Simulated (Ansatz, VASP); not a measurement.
**One calculation of Li, two programs**

```xyz
3
Lattice="1.5505 0.8952 7.7401 -1.5505 0.8952 7.7401 0.0000 -1.7904 7.7401" Properties=species:S:1:pos:R:3 pbc="T T T"
Li    0.0000    0.0000    0.0000
Li    0.0000    0.0000    5.1549
Li    0.0000    0.0000   18.0653
```

Change from the starting cell: zz strain of +2 %, crystal datasets.

Alike in both runs: task electric field gradients; functional PBEsol; k mesh 12 × 12 × 12; occupations fermi-dirac, width 0.05 eV; no spin polarisation.

```csv
,VASP,Ansatz
version,VASP 6.6.1,Ansatz 0.2.0
potentials or method,"VASP PAW PBE potentials, release 64 (Li_sv), cutoff 520 eV","all-electron PAW with datasets made for the crystal, scalar-relativistic"
```

|  | VASP | Ansatz | Ansatz less VASP |
| --- | --- | --- | --- |
| rms of the force components (eV/Å) | 0.004 | 0.004 | 0.0000 |

VASP's potentials were made for PBE, not for PBEsol. Atom by atom the forces differ by 0.000 eV/Å (rms over components). Ansatz ran all-electron here, and VASP with PAW potentials.

Noted on VASP's run: the cutoff is under 1.25 times that of the potentials, so the pressure is a little rough.
